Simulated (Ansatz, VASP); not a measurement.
**Two plane-wave programs on Cu**

```
CELL_PARAMETERS angstrom
0.00000 2.11519 1.26404
2.11519 0.00000 1.26404
2.11519 2.11519 0.00000
ATOMIC_POSITIONS crystal
Cu 0.00000 0.00000 0.00000
```

Alike in both runs: task single point; functional PBEsol; k mesh 24 × 24 × 24; occupations gaussian, width 0.15 eV; no spin polarisation.

|  | VASP | Ansatz |
| --- | --- | --- |
| version | VASP 6.6.1 | Ansatz 0.2.0 |
| potentials or method | VASP PAW PBE potentials, release 64 (Cu), cutoff 520 eV | scalar-relativistic, plane waves, PAW |
| valence electrons in the cell | 11 | 19 |

|  | VASP | Ansatz | Ansatz less VASP |
| --- | --- | --- | --- |
| gap on the k mesh at the Fermi level (eV) | none | none | - |
| pressure (GPa) | 2.5 | 1.7 | -0.81 |
| traceless stress, the component that is largest in VASP (GPa) | 4.18 | 4.18 | -0.006 |

VASP's potentials were made for PBE, not for PBEsol, and Ansatz warns of the same on its side. A gap of «none» marks a metal or a gap that the smearing closes. With one functional, cell and mesh, what is left measures potentials, basis and numerics. VASP's potentials hold 11 valence electrons a cell and Ansatz's 19, so a difference there can come from the potentials and not from the codes.
